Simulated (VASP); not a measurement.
# Pt (Cmcm) in VASP: notebook

The runs below take Pt through single point, with PBEsol.

Program: VASP 6.6.1. These are calculated values, not measurements. Logs are shortened: lines on timing, memory, paths and dates and some standing lists are left out, and cuts for length are marked.

## Step 1: The cell of the first run

It takes space group Cmcm (No. 63, orthorhombic). The conventional cell has a = 2.657 Å, b = 4.782 Å, c = 4.792 Å, α = 90.00°, β = 90.00°, γ = 90.00°. Within 3.5 Å of Pt (site symmetry m2m) lie 12 Pt at 2.66 to 2.88 Å.

## Step 2: Single point, PBEsol (strain -0.0375 x Voigt [1, 0, 0, 0, 0, 0])

Input file INCAR:

```
SYSTEM = Pt
  ALGO = Fast
  EDIFF = 1E-6
  ENCUT = 520
  GGA = PS
  ISIF = 2
  ISMEAR = 0
  LASPH = .TRUE.
  LCHARG = .FALSE.
  LREAL = .FALSE.
  LWAVE = .FALSE.
  NBANDS = 17
  NELM = 100
  PREC = Accurate
  SIGMA = 0.15
```

Input file KPOINTS:

```
k-points
0
G
  18 18 10
  0 0 0
```

Input file POSCAR:

```
Pt
1.0
    2.6571406552      0.0000000000      0.0000000000
   -1.3285703276      2.3908065546      0.0000000000
    0.0000000000      0.0000000000      4.7921340000
Pt
2
Direct
    0.6666666667      0.3333333333      0.7500000000
    0.3333333333      0.6666666667      0.2500000000
```

Potentials or basis: VASP PAW PBE potentials, release 64 (Pt).

On the command line:

```sh
> cat potpaw_PBE.64/Pt/POTCAR > POTCAR
> mpirun -np 1 vasp_std > vasp.out
```

OUTCAR:

```text
SYSTEM = Pt
   EDIFF = 1E-6
   ENCUT = 520
   GGA = PS
   ISIF = 2
   ISMEAR = 0
   LASPH = .TRUE.
   LREAL = .FALSE.
   NELM = 100
   PREC = Accurate

 ion  position               nearest neighbor table
   1  0.667  0.333  0.750-   2 2.85   2 2.85   2 2.85   2 2.85   2 2.88   2 2.88
   2  0.333  0.667  0.250-   1 2.85   1 2.85   1 2.85   1 2.85   1 2.88   1 2.88

  LATTYP: Found a base centered orthorhombic cell.
 ALAT       =     2.6571406552
 B/A-ratio  =     1.7995333065
 C/A-ratio  =     1.8034927849

  Lattice vectors:

 A1 = (   1.3285703276,  -2.3908065546,   0.0000000000)
 A2 = (   1.3285703276,   2.3908065546,   0.0000000000)
 A3 = (   0.0000000000,   0.0000000000,   4.7921340000)

Analysis of symmetry for initial positions (statically):
=====================================================================
 Subroutine PRICEL returns:
 Original cell was already a primitive cell.

 Routine SETGRP: Setting up the symmetry group for a
 base centered orthorhombic supercell.

 Subroutine GETGRP returns: Found  8 space group operations
 (whereof  4 operations were pure point group operations)
 out of a pool of  8 trial point group operations.

The static configuration has the point symmetry C_2h.
 The point group associated with its full space group is D_2h.

Analysis of symmetry for dynamics (positions and initial velocities):
=====================================================================
 Subroutine PRICEL returns:
 Original cell was already a primitive cell.

 Routine SETGRP: Setting up the symmetry group for a
 base centered orthorhombic supercell.

 Subroutine GETGRP returns: Found  8 space group operations
 (whereof  4 operations were pure point group operations)
 out of a pool of  8 trial point group operations.

The dynamic configuration has the point symmetry C_2h.
 The point group associated with its full space group is D_2h.

 Subroutine INISYM returns: Found  8 space group operations
 (whereof  4 operations are pure point group operations),
 and found     1 'primitive' translations

----------------------------------------------------------------------------------------

                                     Primitive cell

  volume of cell :      30.4430

  direct lattice vectors                    reciprocal lattice vectors
     2.657140655  0.000000000  0.000000000     0.376344398  0.209134444  0.000000000
    -1.328570328  2.390806555  0.000000000     0.000000000  0.418268888  0.000000000
     0.000000000  0.000000000  4.792134000     0.000000000  0.000000000  0.208675300

  length of vectors
     2.657140655  2.735151750  4.792134000     0.430548861  0.418268888  0.208675300

  position of ions in fractional coordinates (direct lattice)
     0.666666667  0.333333333  0.750000000
[... 77 lines left out ...]
   NELM   =    100;   NELMIN=  2; NELMDL= -5     # of ELM steps
   EDIFF  = 0.1E-05   stopping-criterion for ELM
   LREAL  =      F    real-space projection
[... 7 lines left out ...]
   TEBEG  =    0.0;   TEEND  =   0.0 temperature during run
   PSTRESS=    0.0 pullay stress
   NELECT =      20.0000    total number of electrons
   NUPDOWN=      -1.0000    fix difference up-down
   EMIN   =  10.00;   EMAX   =-10.00  energy-range for DOS
   EFERMI =   0.00;   METHOD = LEGACY
   ISMEAR =     0;   SIGMA  =   0.15  broadening in eV -4-tet -1-fermi 0-gaus
   EFERMI_NEDOS =   21; number of points for ismear=-14 and -15
   IALGO  =     68    algorithm
   IMIX   =      4    mixing-type and parameters
     AMIX     =   0.40;   BMIX     =  1.00
     AMIX_MAG =   1.60;   BMIX_MAG =  1.00
  volume/ion in A,a.u.               =      15.22       102.72
  Fermi-wavevector in a.u.,A,eV,Ry     =   1.423166  2.689394 27.557255  2.025401
  Thomas-Fermi vector in A             =   2.543792
   LORBIT       =      0    0 simple, 1 ext, 2 COOP (PROOUT), +10 PAW based schemes
   GGA     = PS    functional components
   LHFCALC =     F    Hartree Fock is set to
   AEXX    =    0.0000 exact exchange contribution
   IVDW    =     0    specifies the selected vdW correction
   LEPSILON=     F    determine dielectric tensor
   LRPA    =     F    only Hartree local field effects (RPA)
 non-spin polarized calculation
 RMM-DIIS sequential band-by-band and
 Gauss-broadening in eV      SIGMA  =   0.15
  energy-cutoff  :      520.00
  volume of cell :       30.44
 maximum number of plane-waves:       836
   NGX =  9   NGY = 11   NGZ = 17

 number of electron      20.0000002 magnetization

 Free energy of the ion-electron system (eV)
  ---------------------------------------------------
  ext. energy  EPLUGINS =         0.00000000
  ---------------------------------------------------
  free energy    TOTEN  =       -13.78891164 eV

  energy without entropy =      -13.75116546  energy(sigma->0) =      -13.77003855

 E-fermi :  10.8784     XC(G=0): -13.5645

 val. band max:       10.8779513949   @ k =   0.0556   0.3889   0.5000
 cond. band min:      10.8803426966   @ k =  -0.4444   0.1667   0.1000
 fundamental gap:      0.0023913017
 Fermi energy:        10.8784098762

 k-point     1 :       0.0000    0.0000    0.0000
  band No.  band energies     occupation
      1       0.7197      2.00000
      2       3.3405      2.00000
      3       6.5415      2.00000
      4       6.8781      2.00000
      5       7.2648      2.00000
      6       7.5993      2.00000
[... 457 lines left out ...]
      4       6.4705      2.00000
      5       6.8316      2.00000
      6       7.8239      2.00000
[... 9 lines left out ...]
     16      27.0234      0.00000
     17      29.3706      0.00000

 [... further k-points ...]

------------------------ aborting loop because EDIFF is reached ----------------------------------------

  FORCE on cell =-STRESS in cart. coord.  units (eV):
  Direction    XX          YY          ZZ          XY          YZ          ZX
  --------------------------------------------------------------------------------------
  -------------------------------------------------------------------------------------
  Total        1.4147026     -0.8054635     -1.0049647      0.0000000      0.0000000      0.0000000
  in kB       74.4539599    -42.3904975    -52.8899863      0.0000000      0.0000000      0.0000000
  external PRESSURE =      -6.9421747 kB  Pullay stress =       0.0000000 kB

 VOLUME and BASIS-vectors are now :
 -----------------------------------------------------------------------------
  energy-cutoff  :      520.00
  volume of cell :       30.44
      direct lattice vectors                 reciprocal lattice vectors
     2.657140655  0.000000000  0.000000000     0.376344398  0.209134444  0.000000000
    -1.328570328  2.390806555  0.000000000     0.000000000  0.418268888  0.000000000
     0.000000000  0.000000000  4.792134000     0.000000000  0.000000000  0.208675300

 POSITION                                       TOTAL-FORCE (eV/Angst)
 -----------------------------------------------------------------------------------
      1.32857      0.79694      3.59410         0.000000     -0.005119      0.000000
     -0.00000      1.59387      1.19803         0.000000      0.005119     -0.000000
 -----------------------------------------------------------------------------------
    total drift:                               -0.000000      0.000000     -0.000000

  FREE ENERGIE OF THE ION-ELECTRON SYSTEM (eV)
  ---------------------------------------------------
  free  energy   TOTEN  =       -13.7889116417 eV

  energy  without entropy=      -13.7511654634  energy(sigma->0) =      -13.77003855
```

Wall time 7 min (1 thread of AMD EPYC 7R43 (Zen 3), shared host); peak memory 0.29 GiB.

What came out:

```
Free energy            : -13.7889 eV
Pressure               : -0.7 GPa
Largest force          : 0.005 eV/Å
Band gap on the k mesh : zero (bands 10 and 11 overlap by 1.39 eV)
```

Forces in eV/Å, atoms in the order of the input:
```
Pt   0.000 -0.005  0.000
Pt   0.000  0.005  0.000
```

Levels at points of the mesh, in eV from the Fermi level:
```
           k point  band 7  band 8  band 9  band 10  band 11  band 12  band 13  band 14
(0.00, 0.00, 0.00)   -2.94   -1.84   -1.68    -1.08    -0.27    -0.12     4.65    15.13
(0.50, 0.00, 0.00)   -2.66   -0.08    0.44     0.63     2.45     4.06     7.59     8.94
(0.00, 0.50, 0.00)   -2.83    0.07    0.35     0.54     2.21     3.67     7.05     8.59
(0.00, 0.00, 0.50)   -3.27   -3.27   -0.87    -0.87    -0.70    -0.70    11.72    11.72
(0.50, 0.00, 0.50)   -0.91   -0.91    0.55     0.55     1.76     1.76     7.02     7.02
(0.00, 0.50, 0.50)   -1.03   -1.03    0.46     0.46     1.48     1.48     6.43     6.43
```

Caveat: the cell differs from its parent crystal (strain -0.0375 x Voigt [1, 0, 0, 0, 0, 0]); the PAW data sets were made with another functional, which shifts forces and pressure a little; spin-orbit coupling is left out, which moves the levels of the heavy elements.

## Step 3: Single point, PBEsol (strain +0.0375 x Voigt [1, 0, 0, 0, 0, 0])

Input file INCAR:

```
  PREC = Accurate
  ENCUT = 520
  EDIFF = 1E-7
  ISMEAR = 0
  SIGMA = 0.15
  LREAL = F
  LASPH = T
  NELM = 80
  ALGO = Fast
  ISIF = 2
  LWAVE = F
  LCHARG = F
  GGA = PS
  NBANDS = 17
```

Input file KPOINTS:

```
regular mesh
0
Gamma
  18 18 10
```

Input file POSCAR:

```
Pt
1.0
    2.8641905764      0.0000000000      0.0000000000
   -1.4320952882      2.3908065546      0.0000000000
    0.0000000000      0.0000000000      4.7921340000
Pt
2
Direct
    0.6666666667      0.3333333333      0.7500000000
    0.3333333333      0.6666666667      0.2500000000
```

Potentials or basis: VASP PAW PBE potentials, release 64 (Pt).

On the command line:

```sh
> cat potpaw_PBE.64/Pt/POTCAR > POTCAR
> mpirun -np 1 vasp_std > vasp.out
```

Run time: 11 min. Hardware: 1 thread of AMD EPYC 7R43 (Zen 3), shared host; peak memory 0.32 GiB.

Results (log left out):

```yaml
Free_energy: -13.6453 eV
Pressure: -18.5 GPa
Largest_force: 0.013 eV/Å
Band_gap_on_the_k_mesh: zero (bands 10 and 11 overlap by 1.18 eV)
```

Forces on the atoms (eV/Å):
```
Pt   0.000  0.013  0.000
Pt   0.000 -0.013  0.000
```

Stress tensor (GPa, compression positive):
```
-21.76   0.00   0.00
  0.00 -16.95   0.00
  0.00   0.00 -16.78
```

Levels at points of the mesh, in eV from the Fermi level:
| k point | band 8 | band 9 | band 10 | band 11 | band 12 | band 13 |
| --- | --- | --- | --- | --- | --- | --- |
| (0.00, 0.00, 0.00) | -1.85 | -1.75 | -0.49 | -0.26 | -0.16 | 4.63 |
| (0.50, 0.00, 0.00) | 0.09 | 0.13 | 0.34 | 2.09 | 3.42 | 6.96 |
| (0.00, 0.50, 0.00) | -0.01 | 0.27 | 0.48 | 2.28 | 3.73 | 7.38 |
| (0.00, 0.00, 0.50) | -2.94 | -0.82 | -0.82 | -0.70 | -0.70 | 11.99 |
| (0.50, 0.00, 0.50) | -0.82 | 0.27 | 0.27 | 1.60 | 1.60 | 5.92 |
| (0.00, 0.50, 0.50) | -0.73 | 0.39 | 0.39 | 1.84 | 1.84 | 6.40 |

Caveat: the cell differs from its parent crystal (strain +0.0375 x Voigt [1, 0, 0, 0, 0, 0]); the cell stands under tension; the PAW data sets were made with another functional, which shifts forces and pressure a little; spin-orbit coupling is left out, which moves the levels of the heavy elements.
